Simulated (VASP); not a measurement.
# KMgF3 (Cmmm) in VASP: further runs

KMgF3 is run at these levels: PBEsol; tasks: single point.

Everything below comes from runs of VASP 6.6.1. Logs are shortened: lines on timing, memory, paths and dates and some standing lists are left out, and cuts for length are marked.

### Step 1. The cell of the first run

Symmetry: Cmmm, No. 65, orthorhombic system. Conventional cell: a = 5.609 Å, b = 5.665 Å, c = 3.986 Å, α = 90.00°, β = 90.00°, γ = 90.00°. Within 3.7 Å of K (site symmetry mmm) lie 12 F at 2.80 to 2.83 Å and 8 Mg at 3.44 to 3.46 Å. Within 2.6 Å of Mg (site symmetry mmm) lie 6 F at 1.99 Å. F (site symmetry 2/m) has 2 Mg at 1.99 Å within 2.6 Å. Within 2.6 Å of F (site symmetry mmm) lie 2 Mg at 1.99 Å.

### Step 2. Single point, PBEsol (strain -0.0100 x Voigt [0, 0, 0, 0, 0, 1])

INCAR reads:

```
SYSTEM = KMgF3
ALGO = Normal
EDIFF = 1E-7
ENCUT = 520
GGA = PS
ISIF = 2
ISMEAR = 0
LASPH = .True.
LCHARG = .False.
LREAL = .False.
LWAVE = .False.
NBANDS = 24
NELM = 100
PREC = Accurate
SIGMA = 0.05
```

KPOINTS reads:

```
k-points
0
Gamma
  6 6 6
  0 0 0
```

POSCAR reads:

```
KMgF3
1.0
    3.9859000000     -0.0199295000      0.0000000000
   -0.0199295000      3.9859000000      0.0000000000
    0.0000000000      0.0000000000      3.9859000000
K Mg F
1 1 3
Direct
    0.5000000000      0.5000000000      0.5000000000
    0.0000000000      0.0000000000      0.0000000000
    0.5000000000      0.0000000000      0.0000000000
    0.0000000000      0.5000000000      0.0000000000
    0.0000000000      0.0000000000      0.5000000000
```

Potentials or basis: VASP PAW PBE potentials, release 64 (K_sv, Mg, F).

The run is started by

```console
> cat potpaw_PBE.64/K_sv/POTCAR potpaw_PBE.64/Mg/POTCAR potpaw_PBE.64/F/POTCAR > POTCAR
> mpirun -np 1 vasp_std > vasp.out
```

OUTCAR:

```text
SYSTEM = KMgF3
   EDIFF = 1E-7
   ENCUT = 520
   GGA = PS
   ISIF = 2
   ISMEAR = 0
   LASPH = .True.
   LREAL = .False.
   NELM = 100
   PREC = Accurate

 ion  position               nearest neighbor table
   1  0.500  0.500  0.500-   5 2.80   5 2.80   3 2.82   3 2.82   4 2.82   3 2.82   3 2.82   4 2.82
                             4 2.82   4 2.82   5 2.83   5 2.83   2 3.44   2 3.44   2 3.44   2 3.44
   2  0.000  0.000  0.000-   5 1.99   5 1.99   3 1.99   4 1.99   4 1.99   3 1.99   1 3.44   1 3.44
                             1 3.44   1 3.44   1 3.46   1 3.46   1 3.46   1 3.46
   3  0.500  0.000  0.000-   2 1.99   2 1.99   1 2.82   1 2.82   1 2.82   1 2.82
   4  0.000  0.500  0.000-   2 1.99   2 1.99   1 2.82   1 2.82   1 2.82   1 2.82
   5  0.000  0.000  0.500-   2 1.99   2 1.99   1 2.80   1 2.80   1 2.83   1 2.83

  LATTYP: Found a base centered orthorhombic cell.
 ALAT       =     5.6087292691
 B/A-ratio  =     1.0100502513
 C/A-ratio  =     0.7106600816

  Lattice vectors:

 A1 = (   3.9859000000,  -0.0199295000,   0.0000000000)
 A2 = (  -0.0199295000,   3.9859000000,   0.0000000000)
 A3 = (   0.0000000000,   0.0000000000,   3.9859000000)

Analysis of symmetry for initial positions (statically):
=====================================================================
 Subroutine PRICEL returns:
 Original cell was already a primitive cell.

 Routine SETGRP: Setting up the symmetry group for a
 base centered orthorhombic supercell.

 Subroutine GETGRP returns: Found  8 space group operations
 (whereof  8 operations were pure point group operations)
 out of a pool of  8 trial point group operations.

The static configuration has the point symmetry D_2h.

Analysis of symmetry for dynamics (positions and initial velocities):
=====================================================================
 Subroutine PRICEL returns:
 Original cell was already a primitive cell.

 Routine SETGRP: Setting up the symmetry group for a
 base centered orthorhombic supercell.

 Subroutine GETGRP returns: Found  8 space group operations
 (whereof  8 operations were pure point group operations)
 out of a pool of  8 trial point group operations.

The dynamic configuration has the point symmetry D_2h.

 Subroutine INISYM returns: Found  8 space group operations
 (whereof  8 operations are pure point group operations),
 and found     1 'primitive' translations

----------------------------------------------------------------------------------------

                                     Primitive cell

  volume of cell :      63.3240

  direct lattice vectors                    reciprocal lattice vectors
     3.985900000 -0.019929500  0.000000000     0.250890640  0.001254453  0.000000000
    -0.019929500  3.985900000  0.000000000     0.001254453  0.250890640  0.000000000
     0.000000000  0.000000000  3.985900000     0.000000000  0.000000000  0.250884367

  length of vectors
     3.985949823  3.985949823  3.985900000     0.250893776  0.250893776  0.250884367

  position of ions in fractional coordinates (direct lattice)
     0.500000000  0.500000000  0.500000000
     0.000000000  0.000000000  0.000000000
     0.500000000  0.000000000  0.000000000
     0.000000000  0.500000000  0.000000000
     0.000000000  0.000000000  0.500000000

  ion indices of the primitive-cell ions
   primitive index   ion index
                 1           1
                 2           2
                 3           3
                 4           4
                 5           5

----------------------------------------------------------------------------------------

 KPOINTS: k-points

Automatic generation of k-mesh.
 Grid dimensions read from file:
 generate k-points for:    6    6    6

 Generating k-lattice:

  Cartesian coordinates                     Fractional coordinates (reciprocal lattice)
     0.041815107  0.000209076  0.000000000     0.166666667  0.000000000  0.000000000
     0.000209076  0.041815107  0.000000000     0.000000000  0.166666667  0.000000000
     0.000000000  0.000000000  0.041814061     0.000000000  0.000000000  0.166666667

  Length of vectors
     0.041815629  0.041815629  0.041814061

  Shift w.r.t. Gamma in fractional coordinates (k-lattice)
     0.000000000  0.000000000  0.000000000

 Subroutine IBZKPT returns following result:
 ===========================================

 Found     52 irreducible k-points:

 Following reciprocal coordinates:
            Coordinates               Weight
  0.000000  0.000000  0.000000      1.000000
  0.166667 -0.000000  0.000000      4.000000
  0.333333 -0.000000  0.000000      4.000000
  0.500000  0.000000  0.000000      2.000000
  0.166667  0.166667  0.000000      2.000000
  0.333333  0.166667  0.000000      4.000000
[... 16 lines left out ...]
  0.333333  0.333333  0.166667      4.000000
  0.500000  0.333333  0.166667      8.000000
 [... further k-points ...]
   k-points           NKPTS =     52   k-points in BZ     NKDIM =     52   number of bands    NBANDS=     24
   number of dos      NEDOS =    301   number of ions     NIONS =      5
   total plane-waves  NPLWV =  27000
   dimension x,y,z NGX =    30 NGY =   30 NGZ =   30
   dimension x,y,z NGXF=    60 NGYF=   60 NGZF=   60
   ions per type =               1   1   3
   NGX,Y,Z   is equivalent  to a cutoff of  12.51, 12.51, 12.51 a.u.
   NGXF,Y,Z  is equivalent  to a cutoff of  25.02, 25.02, 25.03 a.u.
 SYSTEM =  KMgF3
   PREC   = accura    normal or accurate (medium, high low for compatibility)
   ISTART =      0    job   : 0-new  1-cont  2-samecut
   ICHARG =      2    charge: 1-file 2-atom 10-const
   ISPIN  =      1    spin polarized calculation?
   LNONCOLLINEAR =      F non collinear calculations
   LSORBIT =      F    spin-orbit coupling
   LASPH  =      T    aspherical Exc in radial PAW
   ENCUT  =  520.0 eV  38.22 Ry    6.18 a.u.   7.41  7.41  7.41*2*pi/ulx,y,z
   NELM   =    100;   NELMIN=  2; NELMDL= -5     # of ELM steps
   EDIFF  = 0.1E-06   stopping-criterion for ELM
   LREAL  =      F    real-space projection
   EDIFFG = 0.1E-05   stopping-criterion for IOM
   NSW    =      0    number of steps for IOM
   IBRION =     -1    ionic relax: 0-MD 1-quasi-New 2-CG
   NFREE  =      0    steps in history (QN), initial steepest desc. (CG)
   ISIF   =      2    stress and relaxation
   ISYM   =      2    0-nonsym 1-usesym 2-fastsym
   POTIM  = 0.5000    time-step for ionic-motion
   TEBEG  =    0.0;   TEEND  =   0.0 temperature during run
   PSTRESS=    0.0 pullay stress
   NELECT =      32.0000    total number of electrons
   NUPDOWN=      -1.0000    fix difference up-down
   EMIN   =  10.00;   EMAX   =-10.00  energy-range for DOS
   EFERMI =   0.00;   METHOD = LEGACY
   ISMEAR =     0;   SIGMA  =   0.05  broadening in eV -4-tet -1-fermi 0-gaus
   EFERMI_NEDOS =   21; number of points for ismear=-14 and -15
   IALGO  =     38    algorithm
   IMIX   =      4    mixing-type and parameters
     AMIX     =   0.40;   BMIX     =  1.00
     AMIX_MAG =   1.60;   BMIX_MAG =  1.00
  volume/ion in A,a.u.               =      12.66        85.47
  Fermi-wavevector in a.u.,A,eV,Ry     =   1.303973  2.464152 23.134618  1.700346
  Thomas-Fermi vector in A             =   2.434940
   LORBIT       =      0    0 simple, 1 ext, 2 COOP (PROOUT), +10 PAW based schemes
   GGA     = PS    functional components
   LHFCALC =     F    Hartree Fock is set to
   AEXX    =    0.0000 exact exchange contribution
   IVDW    =     0    specifies the selected vdW correction
   LEPSILON=     F    determine dielectric tensor
   LRPA    =     F    only Hartree local field effects (RPA)
 non-spin polarized calculation
 Gauss-broadening in eV      SIGMA  =   0.05
  energy-cutoff  :      520.00
  volume of cell :       63.32
 maximum number of plane-waves:      1743
 NGX is ok and might be reduce to    30
   NGX = 15   NGY = 15   NGZ = 15

 number of electron      31.9999957 magnetization

 Free energy of the ion-electron system (eV)
  ---------------------------------------------------
  ext. energy  EPLUGINS =         0.00000000
  ---------------------------------------------------
  free energy    TOTEN  =       -25.26200975 eV

  energy without entropy =      -25.26200975  energy(sigma->0) =      -25.26200975

 E-fermi :  -1.4360     XC(G=0):  -9.9448

 val. band max:       -1.7034961484   @ k =   0.5000   0.5000   0.5000
 cond. band min:       5.4160873742   @ k =   0.0000   0.0000   0.0000
 fundamental gap:      7.1195835226
 Fermi energy:        -1.4359670684

 k-point     1 :       0.0000    0.0000    0.0000
  band No.  band energies     occupation
      1     -27.1831      2.00000
      2     -21.7179      2.00000
      3     -21.0487      2.00000
      4     -21.0480      2.00000
      5     -10.7534      2.00000
      6     -10.7479      2.00000
[... 16 lines left out ...]
     23      12.1623      0.00000
     24      14.9936      0.00000

 k-point     2 :       0.1667   -0.0000    0.0000
  band No.  band energies     occupation
      1     -27.1756      2.00000
      2     -21.6875      2.00000
      3     -21.0860      2.00000
      4     -21.0458      2.00000
      5     -10.7450      2.00000
      6     -10.7333      2.00000
[... 16 lines left out ...]
     23      12.1562      0.00000
     24      14.8988      0.00000

 k-point     3 :       0.3333   -0.0000    0.0000
  band No.  band energies     occupation
      1     -27.1606      2.00000
      2     -21.6127      2.00000
      3     -21.1761      2.00000
      4     -21.0412      2.00000
      5     -10.7352      2.00000
      6     -10.7037      2.00000
[... 16 lines left out ...]
     23      12.1304      0.00000
     24      14.5458      0.00000

 k-point     4 :       0.5000    0.0000    0.0000
  band No.  band energies     occupation
      1     -27.1530      2.00000
      2     -21.5618      2.00000
      3     -21.2345      2.00000
      4     -21.0386      2.00000
      5     -10.7310      2.00000
      6     -10.6887      2.00000
[... 16 lines left out ...]
     23      12.6749      0.00000
     24      13.6094      0.00000

 k-point     5 :       0.1667    0.1667    0.0000
  band No.  band energies     occupation
      1     -27.1685      2.00000
      2     -21.6548      2.00000
      3     -21.1035      2.00000
      4     -21.0639      2.00000
      5     -10.7599      2.00000
      6     -10.7191      2.00000
[... 16 lines left out ...]
     23      12.1599      0.00000
     24      14.3536      0.00000

 k-point     6 :       0.3333    0.1667    0.0000
  band No.  band energies     occupation
      1     -27.1546      2.00000
      2     -21.5749      2.00000
      3     -21.1834      2.00000
      4     -21.0674      2.00000
      5     -10.7641      2.00000
      6     -10.7101      2.00000
[... 16 lines left out ...]
     23      12.2105      0.00000
     24      13.8793      0.00000
[... 379 lines left out ...]
 k-point    21 :      -0.3333    0.1667    0.1667
  band No.  band energies     occupation
      1     -27.1495      2.00000
      2     -21.5433      2.00000
      3     -21.1800      2.00000
      4     -21.0919      2.00000
      5     -10.7850      2.00000
      6     -10.7569      2.00000
[... 16 lines left out ...]
     23      12.4025      0.00000
     24      13.8715      0.00000

 k-point    22 :      -0.1667    0.1667    0.1667
  band No.  band energies     occupation
      1     -27.1624      2.00000
      2     -21.6238      2.00000
      3     -21.0992      2.00000
      4     -21.0955      2.00000
      5     -10.7669      2.00000
      6     -10.7618      2.00000
[... 16 lines left out ...]
     23      12.2737      0.00000
     24      14.4364      0.00000

 k-point    23 :       0.3333    0.3333    0.1667
  band No.  band energies     occupation
      1     -27.1384      2.00000
      2     -21.4525      2.00000
      3     -21.2077      2.00000
      4     -21.1394      2.00000
      5     -10.8190      2.00000
      6     -10.7930      2.00000
[... 16 lines left out ...]
     23      12.6717      0.00000
     24      13.3738      0.00000

 k-point    24 :       0.5000    0.3333    0.1667
  band No.  band energies     occupation
      1     -27.1331      2.00000
      2     -21.3856      2.00000
      3     -21.2484      2.00000
      4     -21.1562      2.00000
      5     -10.8307      2.00000
      6     -10.8200      2.00000
[... 16 lines left out ...]
     23      12.5343      0.00000
     24      13.4326      0.00000

 [... further k-points ...]
[... 5 lines left out ...]
  --------------------------------------------------------------------------------------
  -------------------------------------------------------------------------------------
  Total       -0.0270200     -0.0270200     -0.0280693      0.1827504      0.0000000      0.0000000
  in kB       -0.6836405     -0.6836405     -0.7101880      4.6238164      0.0000000      0.0000000
  external PRESSURE =      -0.6924897 kB  Pullay stress =       0.0000000 kB

 VOLUME and BASIS-vectors are now :
 -----------------------------------------------------------------------------
  energy-cutoff  :      520.00
  volume of cell :       63.32
      direct lattice vectors                 reciprocal lattice vectors
     3.985900000 -0.019929500  0.000000000     0.250890640  0.001254453  0.000000000
    -0.019929500  3.985900000  0.000000000     0.001254453  0.250890640  0.000000000
     0.000000000  0.000000000  3.985900000     0.000000000  0.000000000  0.250884367

 POSITION                                       TOTAL-FORCE (eV/Angst)
 -----------------------------------------------------------------------------------
      1.98299      1.98299      1.99295         0.000000      0.000000      0.000000
      0.00000      0.00000      0.00000        -0.000000      0.000000      0.000000
      1.99295     -0.00996      0.00000        -0.000000      0.000000      0.000000
     -0.00996      1.99295      0.00000        -0.000000      0.000000      0.000000
      0.00000      0.00000      1.99295        -0.000000      0.000000      0.000000
 -----------------------------------------------------------------------------------
    total drift:                                0.000000     -0.000000      0.000000

  FREE ENERGIE OF THE ION-ELECTRON SYSTEM (eV)
  ---------------------------------------------------
  free  energy   TOTEN  =       -25.2620097477 eV

  energy  without entropy=      -25.2620097477  energy(sigma->0) =      -25.26200975
```

Run time: 44 s. Hardware: 1 thread of Intel Xeon 6975P-C (Granite Rapids), shared host; peak memory 0.21 GiB.

Results:

```yaml
Free_energy: -25.2620 eV
Pressure: -0.1 GPa
Band_gap_on_the_k_mesh: 7.12 eV, indirect (least direct gap 7.43 eV)
```

Levels at points of the mesh, in eV from the valence-band top:
| k point | band 12 | band 13 | band 14 | band 15 | band 16 | band 17 | band 18 | band 19 | band 20 | band 21 |
| --- | --- | --- | --- | --- | --- | --- | --- | --- | --- | --- |
| (0.00, 0.00, 0.00) | -0.64 | -0.62 | -0.35 | -0.33 | -0.31 | 7.12 | 9.94 | 9.94 | 12.11 | 12.13 |
| (0.50, 0.00, 0.00) | -0.89 | -0.88 | -0.88 | -0.54 | -0.54 | 9.95 | 10.29 | 11.00 | 12.73 | 12.74 |
| (0.50, 0.50, 0.00) | -1.07 | -1.05 | -0.91 | -0.91 | -0.02 | 10.80 | 11.58 | 12.43 | 12.45 | 12.74 |
| (0.00, 0.00, 0.50) | -0.89 | -0.88 | -0.88 | -0.57 | -0.50 | 9.95 | 10.28 | 11.00 | 12.69 | 12.78 |
| (0.50, 0.00, 0.50) | -1.06 | -1.06 | -0.91 | -0.91 | -0.02 | 10.80 | 11.58 | 12.44 | 12.44 | 12.76 |
| (0.50, 0.50, 0.50) | -1.13 | -1.13 | -0.01 | 0.00 | 0.00 | 10.27 | 10.30 | 10.33 | 13.80 | 14.08 |

Caveat: the cell differs from its parent crystal (strain -0.0100 x Voigt [0, 0, 0, 0, 0, 1]); the PAW data sets were made with another functional, which shifts forces and pressure a little.

(Part 1 of 2 ends here.)
